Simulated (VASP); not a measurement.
A run of VASP 6.6.1 is set up as follows.

INCAR

```
PREC = Accurate ; ENCUT = 520
EDIFF = 1E-7 ; ISMEAR = -1
SIGMA = 0.05 ; LREAL = F
LASPH = T ; NELM = 100
ALGO = Normal ; ISIF = 2
LWAVE = F ; LCHARG = T
GGA = B5 ; ALDAX = 1.0
AGGAX = 1.0 ; AGGAC = 1.0
ALDAC = 0.0 ; LELF = T
LVHAR = T ; NBANDS = 25
```

File KPOINTS:

```
regular mesh
0
Gamma
  10 10 5
```

The input POSCAR:

```
CuO
1.0
    0.1933224861     -2.2148930761     -2.0832159224
   -2.0593359987      0.1083799591     -1.9982733954
    2.4299416557      2.3306711520     -4.4755324069
Cu O
2 2
Direct
    0.4562322400      0.5306856300      0.4854117400
    0.9742842800      0.9858673900      0.0243612000
    0.8016626700      0.7447211200      0.7392802400
    0.2678208100      0.2387258700      0.2509468100
```

Potentials or basis: VASP PAW PBE potentials, release 64 (Cu, O).

Command:

```bash
$ cat potpaw_PBE.64/Cu/POTCAR potpaw_PBE.64/O/POTCAR > POTCAR
$ mpirun -np 1 vasp_std > vasp.out
```

Task: What does it give for the pressure?

Result: -4.8 GPa.

Task: Predict the largest force.

Result: 1.459 eV/Å.

Task: What does it give for the band gap on the k mesh?

Result: Zero (bands 17 and 18 overlap by 0.69 eV).

Forces in eV/Å, atoms in the order of the input:
```
Cu   0.960  0.140 -1.089
Cu  -0.722 -0.906  0.557
O    0.086  0.437 -0.001
O   -0.323  0.329  0.533
```

Caveat: the cell stands under tension; the PAW data sets were made with another functional, which shifts forces and pressure a little; semilocal functionals often make such compounds metallic where correlation or magnetic order opens a gap, which also shifts bond lengths. With open d or f shells a metallic result of BLYP can be an artefact of self-interaction; +U or a hybrid may open a gap.
